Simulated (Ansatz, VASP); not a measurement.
# Lu: VASP beside Ansatz

```
CELL_PARAMETERS angstrom
3.44371 0.00000 0.00000
-1.72186 2.98234 0.00000
0.00000 0.00000 5.45680
ATOMIC_POSITIONS crystal
Lu 0.33333 0.66667 0.25000
Lu 0.66667 0.33333 0.75000
```

Alike in both runs: task single point; functional PBE; k mesh 10 × 10 × 5; no spin polarisation.

|  | VASP | Ansatz |
| --- | --- | --- |
| version | VASP 6.6.1 | Ansatz 0.2.0 |
| potentials or method | VASP PAW PBE potentials, release 64 (Lu), cutoff 520 eV | plane waves, PAW |
| occupations | methfessel-paxton of order 1, width 0.1 eV | cold, width 0.1 eV |
| valence electrons in the cell | 50 | 50 |

VASP gave:

```
pressure (GPa)                                                : 2.0
traceless stress, the component that is largest in VASP (GPa) : -1.13
```

Q: Which values does Ansatz return?

A: Pressure (GPa): 1.9; traceless stress, the component that is largest in VASP (GPa): -1.14.

Neither program's run includes spin-orbit coupling.
